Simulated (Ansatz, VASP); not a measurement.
## One calculation of KP5, two programs

```xyz
6
Lattice="6.1547 0.0000 0.0000 -3.0773 5.3301 0.0000 0.0000 0.0000 3.4316" Properties=species:S:1:pos:R:3 pbc="T T T"
K     0.0000    0.0000    0.0000
P     3.0773    0.0000    1.7158
P     1.5387    2.6651    1.7158
P    -1.5387    2.6651    1.7158
P     0.0000    3.5534    0.0000
P     3.0773    1.7767    0.0000
```

Change from the starting cell: species swapped into the GdRh5 type (P6/mmm, No. 191).

Alike in both runs: functional PBE; k mesh 3 × 3 × 4; occupations gaussian, width 0.1 eV; no spin polarisation.

Ansatz relaxed the structure, and its values are those at the end. VASP's run is a single point on that final structure, the one shown.

|  | VASP | Ansatz |
| --- | --- | --- |
| version | VASP 6.6.1 | Ansatz 0.2.0 |
| potentials or method | VASP PAW PBE potentials, release 64 (K_sv, P), cutoff 520 eV | scalar-relativistic, plane waves, PAW |
| valence electrons in the cell | 34 | 34 |

Ansatz gave:

```
gap on the k mesh at the Fermi level (eV) : none
pressure (GPa)                            : 0.0
```

Q: Estimate VASP's values.

A: gap on the k mesh at the Fermi level (eV): none; pressure (GPa): -0.1.

A gap of «none» marks a metal or a gap that the smearing closes.

The k mesh is coarse, so the values compare programs but aren't converged.
